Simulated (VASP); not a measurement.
# Pb (Pm-3m) in VASP: further runs, part 2 of 2

VASP 6.6.1. The steps go on from the part before.

**3. Relaxation of cell and atoms, PBE**

Input file INCAR:

```
PREC = Accurate
ENCUT = 600
EDIFF = 1E-6
ISMEAR = -1
SIGMA = 0.05
LREAL = F
LASPH = T
NELM = 80
ALGO = Normal
ISIF = 3
LWAVE = F
LCHARG = F
GGA = PE
IBRION = 2
NSW = 60
EDIFFG = -0.005
```

Input file KPOINTS:

```
Automatic mesh
0
Gamma
  12 12 12
```

Input file POSCAR:

```
Pb
1.0
    3.2543805230      0.0000000000      0.0000000000
    0.0000000000      3.2543805230      0.0000000000
    0.0000000000      0.0000000000      3.2543805230
Pb
1
Direct
    0.0000000000      0.0000000000      0.0000000000
```

Potentials or basis: VASP PAW PBE potentials, release 64 (Pb_d).

Launch:

```console
> cat potpaw_PBE.64/Pb_d/POTCAR > POTCAR
> mpirun -np 1 vasp_std > vasp.out
```

OUTCAR:

```text
PREC = Accurate
   ENCUT = 600
   EDIFF = 1E-6
   ISMEAR = -1
   LREAL = F
   LASPH = T
   NELM = 80
   ISIF = 3
   GGA = PE
   IBRION = 2
   NSW = 60
   EDIFFG = -0.005

 ion  position               nearest neighbor table
   1  0.000  0.000  0.000-

  LATTYP: Found a simple cubic cell.
 ALAT       =     3.2543805230

  Lattice vectors:

 A1 = (   3.2543805230,   0.0000000000,   0.0000000000)
 A2 = (   0.0000000000,   3.2543805230,   0.0000000000)
 A3 = (   0.0000000000,   0.0000000000,   3.2543805230)

Analysis of symmetry for initial positions (statically):
=====================================================================
 Subroutine PRICEL returns:
 Original cell was already a primitive cell.

 Routine SETGRP: Setting up the symmetry group for a
 simple cubic supercell.

 Subroutine GETGRP returns: Found 48 space group operations
 (whereof 48 operations were pure point group operations)
 out of a pool of 48 trial point group operations.

The static configuration has the point symmetry O_h .

Analysis of symmetry for dynamics (positions and initial velocities):
=====================================================================
 Subroutine PRICEL returns:
 Original cell was already a primitive cell.

 Routine SETGRP: Setting up the symmetry group for a
 simple cubic supercell.

 Subroutine GETGRP returns: Found 48 space group operations
 (whereof 48 operations were pure point group operations)
 out of a pool of 48 trial point group operations.

The dynamic configuration has the point symmetry O_h .

 Subroutine INISYM returns: Found 48 space group operations
 (whereof 48 operations are pure point group operations),
 and found     1 'primitive' translations

----------------------------------------------------------------------------------------

                                     Primitive cell

  volume of cell :      34.4671

  direct lattice vectors                    reciprocal lattice vectors
     3.254380523  0.000000000  0.000000000     0.307278142  0.000000000  0.000000000
     0.000000000  3.254380523  0.000000000     0.000000000  0.307278142  0.000000000
     0.000000000  0.000000000  3.254380523     0.000000000  0.000000000  0.307278142

  length of vectors
     3.254380523  3.254380523  3.254380523     0.307278142  0.307278142  0.307278142

  position of ions in fractional coordinates (direct lattice)
     0.000000000  0.000000000  0.000000000

  ion indices of the primitive-cell ions
   primitive index   ion index
                 1           1

----------------------------------------------------------------------------------------

 KPOINTS: Automatic mesh

Automatic generation of k-mesh.
 Grid dimensions read from file:
 generate k-points for:   12   12   12

 Generating k-lattice:

  Cartesian coordinates                     Fractional coordinates (reciprocal lattice)
     0.025606512  0.000000000  0.000000000     0.083333333  0.000000000  0.000000000
     0.000000000  0.025606512  0.000000000     0.000000000  0.083333333  0.000000000
     0.000000000  0.000000000  0.025606512     0.000000000  0.000000000  0.083333333

  Length of vectors
     0.025606512  0.025606512  0.025606512

  Shift w.r.t. Gamma in fractional coordinates (k-lattice)
     0.000000000  0.000000000  0.000000000

 Subroutine IBZKPT returns following result:
 ===========================================

 Found     84 irreducible k-points:

 Following reciprocal coordinates:
            Coordinates               Weight
  0.000000  0.000000  0.000000      1.000000
  0.083333  0.000000  0.000000      6.000000
  0.166667  0.000000  0.000000      6.000000
  0.250000  0.000000  0.000000      6.000000
  0.333333  0.000000  0.000000      6.000000
  0.416667  0.000000  0.000000      6.000000
[... 16 lines left out ...]
  0.333333  0.333333  0.000000     12.000000
  0.416667  0.333333  0.000000     24.000000
 [... further k-points ...]
   k-points           NKPTS =     84   k-points in BZ     NKDIM =     84   number of bands    NBANDS=     11
   number of dos      NEDOS =    301   number of ions     NIONS =      1
   total plane-waves  NPLWV =  21952
   dimension x,y,z NGX =    28 NGY =   28 NGZ =   28
   dimension x,y,z NGXF=    56 NGYF=   56 NGZF=   56
   ions per type =               1
   NGX,Y,Z   is equivalent  to a cutoff of  14.30, 14.30, 14.30 a.u.
   NGXF,Y,Z  is equivalent  to a cutoff of  28.61, 28.61, 28.61 a.u.
 SYSTEM =  unknown system
   PREC   = accura    normal or accurate (medium, high low for compatibility)
   ISTART =      0    job   : 0-new  1-cont  2-samecut
   ICHARG =      2    charge: 1-file 2-atom 10-const
   ISPIN  =      1    spin polarized calculation?
   LNONCOLLINEAR =      F non collinear calculations
   LSORBIT =      F    spin-orbit coupling
   LASPH  =      T    aspherical Exc in radial PAW
   ENCUT  =  600.0 eV  44.10 Ry    6.64 a.u.   6.50  6.50  6.50*2*pi/ulx,y,z
   NELM   =     80;   NELMIN=  2; NELMDL= -5     # of ELM steps
   EDIFF  = 0.1E-05   stopping-criterion for ELM
   LREAL  =      F    real-space projection
   EDIFFG = -.5E-02   stopping-criterion for IOM
   NSW    =     60    number of steps for IOM
   IBRION =      2    ionic relax: 0-MD 1-quasi-New 2-CG
   NFREE  =      1    steps in history (QN), initial steepest desc. (CG)
   ISIF   =      3    stress and relaxation
   ISYM   =      2    0-nonsym 1-usesym 2-fastsym
   POTIM  = 0.5000    time-step for ionic-motion
   TEBEG  =    0.0;   TEEND  =   0.0 temperature during run
   PSTRESS=    0.0 pullay stress
   NELECT =      14.0000    total number of electrons
   NUPDOWN=      -1.0000    fix difference up-down
   EMIN   =  10.00;   EMAX   =-10.00  energy-range for DOS
   EFERMI =   0.00;   METHOD = LEGACY
   ISMEAR =    -1;   SIGMA  =   0.05  broadening in eV -4-tet -1-fermi 0-gaus
   EFERMI_NEDOS =   21; number of points for ismear=-14 and -15
   IALGO  =     38    algorithm
   IMIX   =      4    mixing-type and parameters
     AMIX     =   0.40;   BMIX     =  1.00
     AMIX_MAG =   1.60;   BMIX_MAG =  1.00
  volume/ion in A,a.u.               =      34.47       232.60
  Fermi-wavevector in a.u.,A,eV,Ry     =   1.212409  2.291121 19.999690  1.469936
  Thomas-Fermi vector in A             =   2.347894
   LORBIT       =      0    0 simple, 1 ext, 2 COOP (PROOUT), +10 PAW based schemes
   GGA     = PE    functional components
   LHFCALC =     F    Hartree Fock is set to
   AEXX    =    0.0000 exact exchange contribution
   IVDW    =     0    specifies the selected vdW correction
   LEPSILON=     F    determine dielectric tensor
   LRPA    =     F    only Hartree local field effects (RPA)
 conjugate gradient relaxation of ions
 non-spin polarized calculation
  energy-cutoff  :      600.00
  volume of cell :       34.47
 maximum number of plane-waves:      1189
 NGX is ok and might be reduce to    28
   NGX = 13   NGY = 13   NGZ = 13

 number of electron      13.9999998 magnetization

 Free energy of the ion-electron system (eV)
  ---------------------------------------------------
  ext. energy  EPLUGINS =         0.00000000
  ---------------------------------------------------
  free energy    TOTEN  =        -3.36421534 eV

  energy without entropy =       -3.35725875  energy(sigma->0) =       -3.36073704

 E-fermi :   5.7209     XC(G=0):  -9.4787

 val. band max:        5.6969566196   @ k =   0.4167   0.3333   0.0833
 cond. band min:       5.7619474197   @ k =   0.5000   0.5000   0.4167
 fundamental gap:      0.0649908001
 Fermi energy:         5.7208782653

 k-point     1 :       0.0000    0.0000    0.0000
  band No.  band energies     occupation
      1     -11.4823      2.00000
      2     -11.4823      2.00000
      3     -10.9416      2.00000
      4     -10.9416      2.00000
      5     -10.9416      2.00000
      6      -5.3848      2.00000
      7      10.5407      0.00000
      8      10.5407      0.00000
      9      10.5407      0.00000
     10      13.3625      0.00000
     11      14.8772      0.00000
[... 309 lines left out ...]
 k-point    24 :       0.4167    0.3333    0.0000
  band No.  band energies     occupation
      1     -11.2995      2.00000
      2     -11.2270      2.00000
      3     -11.0638      2.00000
      4     -11.0354      2.00000
      5     -10.8919      2.00000
      6      -1.9864      2.00000
      7       3.7658      2.00000
      8       5.5957      1.84867
      9      11.0049      0.00000
     10      14.1423      0.00000
     11      17.1918      0.00000

 [... further k-points ...]

------------------------ aborting loop because EDIFF is reached ----------------------------------------

  FORCE on cell =-STRESS in cart. coord.  units (eV):
  Direction    XX          YY          ZZ          XY          YZ          ZX
  --------------------------------------------------------------------------------------
  -------------------------------------------------------------------------------------
  Total        0.0026738      0.0026738      0.0026738     -0.0000000      0.0000000      0.0000000
  in kB        0.1242884      0.1242884      0.1242884     -0.0000000      0.0000000      0.0000000
  external PRESSURE =       0.1242884 kB  Pullay stress =       0.0000000 kB

 VOLUME and BASIS-vectors are now :
 -----------------------------------------------------------------------------
  energy-cutoff  :      600.00
  volume of cell :       34.47
      direct lattice vectors                 reciprocal lattice vectors
     3.254380523  0.000000000  0.000000000     0.307278142  0.000000000  0.000000000
     0.000000000  3.254380523  0.000000000     0.000000000  0.307278142  0.000000000
     0.000000000  0.000000000  3.254380523     0.000000000  0.000000000  0.307278142

 POSITION                                       TOTAL-FORCE (eV/Angst)
 -----------------------------------------------------------------------------------
      0.00000      0.00000      0.00000         0.000000      0.000000      0.000000
 -----------------------------------------------------------------------------------
    total drift:                               -0.000000      0.000000     -0.000000

  FREE ENERGIE OF THE ION-ELECTRON SYSTEM (eV)
  ---------------------------------------------------
  free  energy   TOTEN  =        -3.3642153394 eV

  energy  without entropy=       -3.3572587500  energy(sigma->0) =       -3.36073704

 reached required accuracy - stopping structural energy minimisation
```

CONTCAR:

```text
Pb
   1.00000000000000
     3.2543805230000000    0.0000000000000000    0.0000000000000000
     0.0000000000000000    3.2543805230000000    0.0000000000000000
     0.0000000000000000    0.0000000000000000    3.2543805230000000
  Pb
     1
Direct
     0.0000000000000000    0.0000000000000000    0.0000000000000000

  0.00000000E+00  0.00000000E+00  0.00000000E+00
```

Wall time 13 s (1 thread of Intel Xeon 6975P-C (Granite Rapids), shared host); peak memory 0.18 GiB.

What came out:

```
Free energy             : -3.3642 eV
Pressure after relaxing : 0.0 GPa
Band gap on the k mesh  : zero (band 7 reaches 10.54 eV, above the bottom of band 8 at 3.95 eV)
```

Final structure:
```
Pb
1.0
     3.25438    0.00000    0.00000
     0.00000    3.25438    0.00000
     0.00000    0.00000    3.25438
Pb
1
Direct
  0.00000 0.00000 0.00000
```

Caveat: the relaxation stopped at its first step, so nothing moved; spin-orbit coupling is left out, which moves the levels of the heavy elements.
